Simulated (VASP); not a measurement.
# P (P6_3/mmc) in VASP: notebook, part 2 of 2

VASP 6.6.1.

**5. Single point, BLYP (volume scaled by 0.96)**

The input, INCAR:

```
SYSTEM = P
AGGAC = 1.0 ; AGGAX = 1.0
ALDAC = 0.0 ; ALDAX = 1.0
ALGO = Normal ; EDIFF = 1E-6
ENCUT = 520 ; GGA = B5
ISIF = 2 ; ISMEAR = -1
LASPH = .True. ; LCHARG = .True.
LELF = .True. ; LREAL = .False.
LVHAR = .True. ; LWAVE = .False.
NBANDS = 12 ; NELM = 80
PREC = Accurate ; SIGMA = 0.1
```

The input, KPOINTS:

```
k-points
0
Gamma
  12 12 11
  0 0 0
```

The input, POSCAR:

```
P
1.0
    3.4010222714      0.0000000000      0.0000000000
   -1.7005111357      2.9453716858      0.0000000000
    0.0000000000      0.0000000000      3.2848481628
P
2
Direct
    0.3333333333      0.6666666667      0.2500000000
    0.6666666667      0.3333333333      0.7500000000
```

Potentials or basis: VASP PAW PBE potentials, release 64 (P).

Run with:

```sh
> cat potpaw_PBE.64/P/POTCAR > POTCAR
> mpirun -np 1 vasp_std > vasp.out
```

OUTCAR:

```text
SYSTEM = P
   EDIFF = 1E-6
   ENCUT = 520
   GGA = B5
   ISIF = 2
   ISMEAR = -1
   LASPH = .True.
   LREAL = .False.
   NELM = 80
   PREC = Accurate

 ion  position               nearest neighbor table
   1  0.333  0.667  0.250-   2 2.56   2 2.56   2 2.56   2 2.56   2 2.56   2 2.56
   2  0.667  0.333  0.750-   1 2.56   1 2.56   1 2.56   1 2.56   1 2.56   1 2.56

  LATTYP: Found a hexagonal cell.
 ALAT       =     3.4010222714
 C/A-ratio  =     0.9658414149

  Lattice vectors:

 A1 = (   3.4010222714,   0.0000000000,   0.0000000000)
 A2 = (  -1.7005111357,   2.9453716858,   0.0000000000)
 A3 = (   0.0000000000,   0.0000000000,   3.2848481628)

Analysis of symmetry for initial positions (statically):
=====================================================================
 Subroutine PRICEL returns:
 Original cell was already a primitive cell.

 Routine SETGRP: Setting up the symmetry group for a
 hexagonal supercell.

 Subroutine GETGRP returns: Found 24 space group operations
 (whereof 12 operations were pure point group operations)
 out of a pool of 24 trial point group operations.

The static configuration has the point symmetry D_3d.
 The point group associated with its full space group is D_6h.

Analysis of symmetry for dynamics (positions and initial velocities):
=====================================================================
 Subroutine PRICEL returns:
 Original cell was already a primitive cell.

 Routine SETGRP: Setting up the symmetry group for a
 hexagonal supercell.

 Subroutine GETGRP returns: Found 24 space group operations
 (whereof 12 operations were pure point group operations)
 out of a pool of 24 trial point group operations.

The dynamic configuration has the point symmetry D_3d.
 The point group associated with its full space group is D_6h.

 Subroutine INISYM returns: Found 24 space group operations
 (whereof 12 operations are pure point group operations),
 and found     1 'primitive' translations

[... 120 lines left out ...]
   LHFCALC =     F    Hartree Fock is set to
   AEXX    =    0.0000 exact exchange contribution
   IVDW    =     0    specifies the selected vdW correction
   LEPSILON=     F    determine dielectric tensor
   LRPA    =     F    only Hartree local field effects (RPA)
 non-spin polarized calculation
  energy-cutoff  :      520.00
  volume of cell :       32.91
 maximum number of plane-waves:       906
 NGX is ok and might be reduce to    28
   NGX = 13   NGY = 13   NGZ = 13

 number of electron      10.0000001 magnetization

 Free energy of the ion-electron system (eV)
  ---------------------------------------------------
  ext. energy  EPLUGINS =         0.00000000
  ---------------------------------------------------
  free energy    TOTEN  =        -8.10776200 eV

  energy without entropy =       -8.07975197  energy(sigma->0) =       -8.09375699

 E-fermi :   8.4966     XC(G=0): -10.0580

 val. band max:        8.4867013715   @ k =   0.2500   0.1667   0.3636
 cond. band min:       8.5192762218   @ k =   0.3333  -0.0000   0.4545
 fundamental gap:      0.0325748503
 Fermi energy:         8.4965660660

 k-point     1 :       0.0000    0.0000    0.0000
  band No.  band energies     occupation
      1      -6.8683      2.00000
      2       4.4352      2.00000
      3       5.0281      2.00000
      4       6.7067      2.00000
      5       6.7067      2.00000
      6      10.6295      0.00000
      7      10.6295      0.00000
      8      11.9110      0.00000
      9      15.6075      0.00000
     10      17.4005      0.00000
     11      19.9708      0.00000
     12      19.9746      0.00000
[... 331 lines left out ...]
 k-point    24 :       0.3333   -0.0000    0.0909
  band No.  band energies     occupation
      1      -5.1903      2.00000
      2      -0.0297      2.00000
      3       5.1004      2.00000
      4       5.1625      2.00000
      5       7.7037      1.99928
      6       9.9140      0.00000
      7      11.4269      0.00000
      8      13.2171      0.00000
      9      14.7926      0.00000
     10      18.0620      0.00000
     11      18.1823      0.00000
     12      19.8300      0.00000

 [... further k-points ...]

------------------------ aborting loop because EDIFF is reached ----------------------------------------

  FORCE on cell =-STRESS in cart. coord.  units (eV):
  Direction    XX          YY          ZZ          XY          YZ          ZX
  --------------------------------------------------------------------------------------
  -------------------------------------------------------------------------------------
  Total        0.5835746      0.5835746      0.6428517      0.0000000      0.0000000      0.0000000
  in kB       28.4146359     28.4146359     31.3008773      0.0000000      0.0000000      0.0000000
  external PRESSURE =      29.3767164 kB  Pullay stress =       0.0000000 kB

 VOLUME and BASIS-vectors are now :
 -----------------------------------------------------------------------------
  energy-cutoff  :      520.00
  volume of cell :       32.91
      direct lattice vectors                 reciprocal lattice vectors
     3.401022271  0.000000000  0.000000000     0.294029242  0.169757862  0.000000000
    -1.700511136  2.945371686  0.000000000     0.000000000  0.339515724  0.000000000
     0.000000000  0.000000000  3.284848163     0.000000000  0.000000000  0.304428074

 POSITION                                       TOTAL-FORCE (eV/Angst)
 -----------------------------------------------------------------------------------
     -0.00000      1.96358      0.82121        -0.000000      0.000000      0.000000
      1.70051      0.98179      2.46364         0.000000     -0.000000      0.000000
 -----------------------------------------------------------------------------------
    total drift:                               -0.000000      0.000000      0.000000

  FREE ENERGIE OF THE ION-ELECTRON SYSTEM (eV)
  ---------------------------------------------------
  free  energy   TOTEN  =        -8.1077619984 eV

  energy  without entropy=       -8.0797519724  energy(sigma->0) =       -8.09375699
```

Run time: 28 s. Hardware: 1 thread of Intel Xeon 6975P-C, shared host; peak memory 0.16 GiB.

What came out:

```yaml
Free_energy: -8.1078 eV
Pressure: 2.9 GPa
Band_gap_on_the_k_mesh: zero (band 5 reaches 9.74 eV, above the bottom of band 6 at 5.70 eV)
```

Caveat: the PAW data sets were made with another functional, which shifts forces and pressure a little.

**6. Single point, BLYP**

The input, INCAR:

```
PREC     = Accurate       # precision mode
ENCUT    = 520            # plane-wave cutoff, eV
EDIFF    = 1E-6           # SCF threshold, eV
ISMEAR   = -1             # smearing method
SIGMA    = 0.1            # smearing width, eV
LREAL    = False          # projectors in reciprocal space
LASPH    = True           # aspherical terms in the spheres
NELM     = 80             # most SCF steps
ALGO     = Normal         # electronic algorithm
ISIF     = 2              # what is computed and relaxed
LWAVE    = False          # write WAVECAR
LCHARG   = False          # write CHGCAR
GGA      = B5             # functional
ALDAX    = 1.0          
AGGAX    = 1.0          
AGGAC    = 1.0          
ALDAC    = 0.0          
NBANDS   = 12             # bands
```

The input, KPOINTS:

```
regular mesh
0
Gamma
  12 12 11
```

The input, POSCAR:

```
P
1.0
    3.4476174077      0.0000000000      0.0000000000
   -1.7238087038      2.9857242576      0.0000000000
    0.0000000000      0.0000000000      3.3298516752
P
2
Direct
    0.3333333333      0.6666666667      0.2500000000
    0.6666666667      0.3333333333      0.7500000000
```

Potentials or basis: VASP PAW PBE potentials, release 64 (P).

Run with:

```sh
> cat potpaw_PBE.64/P/POTCAR > POTCAR
> mpirun -np 1 vasp_std > vasp.out
```

Wall time 40 s (1 thread of Intel Xeon 6975P-C, shared host); peak memory 0.17 GiB.

It converged, with:

| Item | Value |
| --- | --- |
| Free energy | -8.1200 eV |
| Pressure | -0.1 GPa |
| Band gap on the k mesh | zero (band 5 reaches 9.12 eV, above the bottom of band 6 at 5.35 eV) |

Stress tensor (GPa, compression positive):
```
 0.23  0.00  0.00
 0.00  0.23  0.00
 0.00  0.00 -0.67
```

Levels at points of the mesh, in eV from the Fermi level:
| k point | band 1 | band 2 | band 3 | band 4 | band 5 | band 6 | band 7 | band 8 | band 9 | band 10 |
| --- | --- | --- | --- | --- | --- | --- | --- | --- | --- | --- |
| (0.00, 0.00, 0.00) | -14.97 | -4.32 | -3.31 | -1.70 | -1.70 | 2.13 | 2.13 | 3.60 | 6.76 | 8.86 |
| (0.50, 0.00, 0.00) | -12.29 | -10.22 | -3.60 | -1.80 | -1.00 | 1.24 | 2.54 | 3.96 | 5.49 | 9.52 |

Caveat: the PAW data sets were made with another functional, which shifts forces and pressure a little.

**7. Overview**

| cell | k mesh | gap on the mesh (eV) | pressure (GPa) |
| --- | --- | --- | --- |
| a = 3.448, b = 3.448, c = 3.330 Å, angles 90.0, 90.0, 120.0°, 2 atoms | 13 × 13 × 7 | none | 0.2 |
| a = 3.304, b = 3.304, c = 3.191 Å, angles 90.0, 90.0, 120.0°, 2 atoms | 12 × 12 × 11 | none | 10.9 |
| a = 3.353, b = 3.353, c = 3.239 Å, angles 90.0, 90.0, 120.0°, 2 atoms | 12 × 12 × 11 | none | 6.5 |
| a = 3.401, b = 3.401, c = 3.285 Å, angles 90.0, 90.0, 120.0°, 2 atoms | 12 × 12 × 11 | none | 2.9 |
| a = 3.448, b = 3.448, c = 3.330 Å, angles 90.0, 90.0, 120.0°, 2 atoms | 12 × 12 × 11 | none | -0.1 |

Alike in all rows: task single point; level BLYP; potentials or basis VASP PAW PBE potentials, release 64 (P); no spin polarisation; cutoff (eV) 520; smearing fermi-dirac 0.1 eV.

Caveats: the PAW data sets were made with another functional, which shifts forces and pressure a little.

Total energies depend on the potentials used, so only differences within one code and one set of settings carry meaning.
